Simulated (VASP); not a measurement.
# TiC (Fm-3m) in VASP: notebook

The runs below take TiC through single point, with PBE.

All numbers are computed with VASP 6.6.1; they aren't measurements. Logs are shortened: lines on timing, memory, paths and dates and some standing lists are left out, and cuts for length are marked.

### Step 1. The cell of the first run

It takes space group Fm-3m (No. 225, cubic). Conventional cell: a = 4.319 Å, b = 4.319 Å, c = 4.319 Å, α = 90.00°, β = 90.00°, γ = 90.00°. Ti (site symmetry m-3m) has 6 C at 2.16 Å within 2.9 Å. Within 2.9 Å of C (site symmetry m-3m) lie 6 Ti at 2.16 Å.

### Step 2. Single point, PBE

INCAR reads:

```
ALGO = Normal
EDIFF = 1E-7
ENCUT = 520
GGA = PE
ISIF = 2
ISMEAR = 1
LASPH = True
LCHARG = True
LELF = True
LREAL = False
LVHAR = True
LWAVE = False
NBANDS = 15
NELM = 60
PREC = Accurate
SIGMA = 0.3
```

KPOINTS reads:

```
k-points
0
Gamma
  13 13 13
```

POSCAR reads:

```
TiC
1.0
    0.0000000000      2.1593000000      2.1593000000
    2.1593000000      0.0000000000      2.1593000000
    2.1593000000      2.1593000000      0.0000000000
Ti C
1 1
Direct
    0.0000000000      0.0000000000      0.0000000000
    0.5000000000      0.5000000000      0.5000000000
```

Potentials or basis: VASP PAW PBE potentials, release 64 (Ti_sv, C).

On the command line:

```console
$ cat potpaw_PBE.64/Ti_sv/POTCAR potpaw_PBE.64/C/POTCAR > POTCAR
$ mpirun -np 1 vasp_std > vasp.out
```

OUTCAR:

```text
EDIFF = 1E-7
   ENCUT = 520
   GGA = PE
   ISIF = 2
   ISMEAR = 1
   LASPH = True
   LREAL = False
   NELM = 60
   PREC = Accurate

 ion  position               nearest neighbor table
   1  0.000  0.000  0.000-   2 2.16   2 2.16   2 2.16   2 2.16   2 2.16   2 2.16
   2  0.500  0.500  0.500-   1 2.16   1 2.16   1 2.16   1 2.16   1 2.16   1 2.16

  LATTYP: Found a face centered cubic cell.
 ALAT       =     4.3186000000

  Lattice vectors:

 A1 = (   0.0000000000,   2.1593000000,   2.1593000000)
 A2 = (   2.1593000000,   0.0000000000,   2.1593000000)
 A3 = (   2.1593000000,   2.1593000000,   0.0000000000)

Analysis of symmetry for initial positions (statically):
=====================================================================
 Subroutine PRICEL returns:
 Original cell was already a primitive cell.

 Routine SETGRP: Setting up the symmetry group for a
 face centered cubic supercell.

 Subroutine GETGRP returns: Found 48 space group operations
 (whereof 48 operations were pure point group operations)
 out of a pool of 48 trial point group operations.

The static configuration has the point symmetry O_h .

Analysis of symmetry for dynamics (positions and initial velocities):
=====================================================================
 Subroutine PRICEL returns:
 Original cell was already a primitive cell.

 Routine SETGRP: Setting up the symmetry group for a
 face centered cubic supercell.

 Subroutine GETGRP returns: Found 48 space group operations
 (whereof 48 operations were pure point group operations)
 out of a pool of 48 trial point group operations.

The dynamic configuration has the point symmetry O_h .

 Subroutine INISYM returns: Found 48 space group operations
 (whereof 48 operations are pure point group operations),
 and found     1 'primitive' translations

----------------------------------------------------------------------------------------

                                     Primitive cell

  volume of cell :      20.1358

  direct lattice vectors                    reciprocal lattice vectors
     0.000000000  2.159300000  2.159300000    -0.231556523  0.231556523  0.231556523
     2.159300000  0.000000000  2.159300000     0.231556523 -0.231556523  0.231556523
     2.159300000  2.159300000  0.000000000     0.231556523  0.231556523 -0.231556523

  length of vectors
     3.053711345  3.053711345  3.053711345     0.401067663  0.401067663  0.401067663

  position of ions in fractional coordinates (direct lattice)
     0.000000000  0.000000000  0.000000000
     0.500000000  0.500000000  0.500000000

  ion indices of the primitive-cell ions
   primitive index   ion index
                 1           1
                 2           2

----------------------------------------------------------------------------------------

 KPOINTS: k-points

Automatic generation of k-mesh.
 Grid dimensions read from file:
 generate k-points for:   13   13   13

 Generating k-lattice:

  Cartesian coordinates                     Fractional coordinates (reciprocal lattice)
    -0.017812040  0.017812040  0.017812040     0.076923077  0.000000000  0.000000000
     0.017812040 -0.017812040  0.017812040     0.000000000  0.076923077  0.000000000
     0.017812040  0.017812040 -0.017812040     0.000000000  0.000000000  0.076923077

  Length of vectors
     0.030851359  0.030851359  0.030851359

  Shift w.r.t. Gamma in fractional coordinates (k-lattice)
     0.000000000  0.000000000  0.000000000

 Subroutine IBZKPT returns following result:
 ===========================================

 Found     84 irreducible k-points:

 Following reciprocal coordinates:
            Coordinates               Weight
  0.000000  0.000000  0.000000      1.000000
  0.076923  0.000000  0.000000      8.000000
  0.153846  0.000000  0.000000      8.000000
  0.230769  0.000000  0.000000      8.000000
  0.307692  0.000000  0.000000      8.000000
  0.384615  0.000000  0.000000      8.000000
[... 16 lines left out ...]
  0.384615  0.153846  0.000000     24.000000
  0.461538  0.153846  0.000000     24.000000
 [... further k-points ...]
   k-points           NKPTS =     84   k-points in BZ     NKDIM =     84   number of bands    NBANDS=     15
   number of dos      NEDOS =    301   number of ions     NIONS =      2
   total plane-waves  NPLWV =  13824
   dimension x,y,z NGX =    24 NGY =   24 NGZ =   24
   dimension x,y,z NGXF=    48 NGYF=   48 NGZF=   48
   ions per type =               1   1
   NGX,Y,Z   is equivalent  to a cutoff of  13.07, 13.07, 13.07 a.u.
   NGXF,Y,Z  is equivalent  to a cutoff of  26.13, 26.13, 26.13 a.u.
 SYSTEM =  unknown system
   PREC   = accura    normal or accurate (medium, high low for compatibility)
   ISTART =      0    job   : 0-new  1-cont  2-samecut
   ICHARG =      2    charge: 1-file 2-atom 10-const
   ISPIN  =      1    spin polarized calculation?
   LNONCOLLINEAR =      F non collinear calculations
   LSORBIT =      F    spin-orbit coupling
   LASPH  =      T    aspherical Exc in radial PAW
   ENCUT  =  520.0 eV  38.22 Ry    6.18 a.u.   5.68  5.68  5.68*2*pi/ulx,y,z
   NELM   =     60;   NELMIN=  2; NELMDL= -5     # of ELM steps
   EDIFF  = 0.1E-06   stopping-criterion for ELM
   LREAL  =      F    real-space projection
   EDIFFG = 0.1E-05   stopping-criterion for IOM
   NSW    =      0    number of steps for IOM
   IBRION =     -1    ionic relax: 0-MD 1-quasi-New 2-CG
   NFREE  =      0    steps in history (QN), initial steepest desc. (CG)
   ISIF   =      2    stress and relaxation
   ISYM   =      2    0-nonsym 1-usesym 2-fastsym
   POTIM  = 0.5000    time-step for ionic-motion
   TEBEG  =    0.0;   TEEND  =   0.0 temperature during run
   PSTRESS=    0.0 pullay stress
   NELECT =      16.0000    total number of electrons
   NUPDOWN=      -1.0000    fix difference up-down
   EMIN   =  10.00;   EMAX   =-10.00  energy-range for DOS
   EFERMI =   0.00;   METHOD = LEGACY
   ISMEAR =     1;   SIGMA  =   0.30  broadening in eV -4-tet -1-fermi 0-gaus
   EFERMI_NEDOS =   21; number of points for ismear=-14 and -15
   IALGO  =     38    algorithm
   IMIX   =      4    mixing-type and parameters
     AMIX     =   0.40;   BMIX     =  1.00
     AMIX_MAG =   1.60;   BMIX_MAG =  1.00
  volume/ion in A,a.u.               =      10.07        67.94
  Fermi-wavevector in a.u.,A,eV,Ry     =   1.516323  2.865436 31.283015  2.299237
  Thomas-Fermi vector in A             =   2.625728
   LORBIT       =      0    0 simple, 1 ext, 2 COOP (PROOUT), +10 PAW based schemes
   GGA     = PE    functional components
   LHFCALC =     F    Hartree Fock is set to
   AEXX    =    0.0000 exact exchange contribution
   IVDW    =     0    specifies the selected vdW correction
   LEPSILON=     F    determine dielectric tensor
   LRPA    =     F    only Hartree local field effects (RPA)
 non-spin polarized calculation
 Methfessel and Paxton  Order N= 1 SIGMA  =   0.30
  energy-cutoff  :      520.00
  volume of cell :       20.14
 maximum number of plane-waves:       556
   NGX = 11   NGY = 11   NGZ = 11

 number of electron      16.0000002 magnetization

 Free energy of the ion-electron system (eV)
  ---------------------------------------------------
  ext. energy  EPLUGINS =         0.00000000
  ---------------------------------------------------
  free energy    TOTEN  =       -18.70728392 eV

  energy without entropy =      -18.70868922  energy(sigma->0) =      -18.70775236

 E-fermi :   9.5128     XC(G=0): -12.7440

 val. band max:        9.4628069683   @ k =   0.4615   0.4615   0.0000
 cond. band min:       9.5631803590   @ k =   0.3846   0.3077   0.0000
 fundamental gap:      0.1003733908
 Fermi energy:         9.5127715959

 k-point     1 :       0.0000    0.0000    0.0000
  band No.  band energies     occupation
      1     -47.0473      2.00000
      2     -23.0666      2.00000
      3     -23.0666      2.00000
      4     -23.0666      2.00000
      5      -2.9206      2.00000
      6      10.2134     -0.00468
      7      10.2134     -0.00468
      8      10.2134     -0.00468
      9      11.2074     -0.00000
     10      11.2074     -0.00000
     11      11.2074     -0.00000
     12      11.2483     -0.00000
     13      11.2483     -0.00000
     14      20.1319      0.00000
     15      23.5852      0.00000

 k-point     2 :       0.0769    0.0000    0.0000
  band No.  band energies     occupation
      1     -47.0429      2.00000
      2     -23.0971      2.00000
      3     -23.0694      2.00000
      4     -23.0694      2.00000
      5      -2.7854      2.00000
      6       9.5838      0.61135
      7       9.8458     -0.06621
      8       9.8458     -0.06621
      9      10.5318     -0.00002
     10      10.5318     -0.00002
     11      11.5310     -0.00000
     12      12.4884     -0.00000
     13      12.4884     -0.00000
     14      20.3683      0.00000
     15      23.6393      0.00000

 k-point     3 :       0.1538    0.0000    0.0000
  band No.  band energies     occupation
      1     -47.0310      2.00000
      2     -23.1808      2.00000
      3     -23.0773      2.00000
      4     -23.0773      2.00000
      5      -2.3927      2.00000
      6       8.4164      2.00000
      7       8.8635      2.00908
      8       8.8635      2.00908
      9      10.7521     -0.00000
     10      10.7521     -0.00000
     11      11.9220     -0.00000
     12      13.8142     -0.00000
     13      13.8142     -0.00000
     14      20.8574      0.00000
     15      23.6464      0.00000

 k-point     4 :       0.2308    0.0000    0.0000
  band No.  band energies     occupation
      1     -47.0141      2.00000
      2     -23.2969      2.00000
      3     -23.0884      2.00000
      4     -23.0884      2.00000
      5      -1.7796      2.00000
      6       7.1009      2.00000
      7       7.9951      2.00000
      8       7.9951      2.00000
      9      11.1758     -0.00000
     10      11.1758     -0.00000
     11      12.2789     -0.00000
     12      15.1052     -0.00000
     13      15.1052     -0.00000
     14      20.8565      0.00000
     15      23.8355      0.00000
[... 307 lines left out ...]
 k-point    22 :       0.3077    0.1538    0.0000
  band No.  band energies     occupation
      1     -46.9969      2.00000
      2     -23.3454      2.00000
      3     -23.1360      2.00000
      4     -23.1297      2.00000
      5      -1.2736      2.00000
      6       6.0789      2.00000
      7       7.6880      2.00000
      8       8.2848      2.00000
      9      10.3816     -0.00033
     10      11.9701     -0.00000
     11      13.0670     -0.00000
     12      14.2377     -0.00000
     13      16.1557      0.00000
     14      21.7483      0.00000
     15      23.9759      0.00000

 k-point    23 :       0.3846    0.1538    0.0000
  band No.  band energies     occupation
      1     -46.9812      2.00000
      2     -23.4405      2.00000
      3     -23.1496      2.00000
      4     -23.1447      2.00000
      5      -0.6072      2.00000
      6       5.3247      2.00000
      7       7.0014      2.00000
      8       7.6580      2.00000
      9      10.9339     -0.00000
     10      12.3640     -0.00000
     11      13.2690     -0.00000
     12      15.1905     -0.00000
     13      16.7548      0.00000
     14      20.8912      0.00000
     15      24.5713      0.00000

 k-point    24 :       0.4615    0.1538    0.0000
  band No.  band energies     occupation
      1     -46.9695      2.00000
      2     -23.5092      2.00000
      3     -23.1715      2.00000
      4     -23.1456      2.00000
      5       0.0269      2.00000
      6       4.6111      2.00000
      7       6.6265      2.00000
      8       7.1755      2.00000
      9      11.5355     -0.00000
     10      12.5735     -0.00000
     11      13.4323     -0.00000
     12      16.1179      0.00000
     13      16.8729      0.00000
     14      20.0644      0.00000
     15      24.3859      0.00000

 [... further k-points ...]

------------------------ aborting loop because EDIFF is reached ----------------------------------------

  FORCE on cell =-STRESS in cart. coord.  units (eV):
  Direction    XX          YY          ZZ          XY          YZ          ZX
  --------------------------------------------------------------------------------------
  -------------------------------------------------------------------------------------
  Total        0.3441912      0.3441912      0.3441912      0.0000000     -0.0000000      0.0000000
  in kB       27.3868072     27.3868072     27.3868072      0.0000000     -0.0000000      0.0000000
  external PRESSURE =      27.3868072 kB  Pullay stress =       0.0000000 kB

 VOLUME and BASIS-vectors are now :
 -----------------------------------------------------------------------------
  energy-cutoff  :      520.00
  volume of cell :       20.14
      direct lattice vectors                 reciprocal lattice vectors
     0.000000000  2.159300000  2.159300000    -0.231556523  0.231556523  0.231556523
     2.159300000  0.000000000  2.159300000     0.231556523 -0.231556523  0.231556523
     2.159300000  2.159300000  0.000000000     0.231556523  0.231556523 -0.231556523

 POSITION                                       TOTAL-FORCE (eV/Angst)
 -----------------------------------------------------------------------------------
      0.00000      0.00000      0.00000        -0.000000      0.000000     -0.000000
      2.15930      2.15930      2.15930         0.000000     -0.000000      0.000000
 -----------------------------------------------------------------------------------
    total drift:                                0.000000     -0.000000     -0.000000

  FREE ENERGIE OF THE ION-ELECTRON SYSTEM (eV)
  ---------------------------------------------------
  free  energy   TOTEN  =       -18.7072839232 eV

  energy  without entropy=      -18.7086892196  energy(sigma->0) =      -18.70775236
```

Wall time 30 s (1 thread of Intel Xeon Platinum 8259CL at 2.50GHz (Skylake/Cascade Lake), shared host); peak memory 0.15 GiB.

Results:

```yaml
Free_energy: -18.7073 eV
Pressure: 2.7 GPa
Band_gap_on_the_k_mesh: zero (band 8 reaches 10.21 eV, above the bottom of band 9 at 9.13 eV)
```

(Continued in part 2 of 2.)
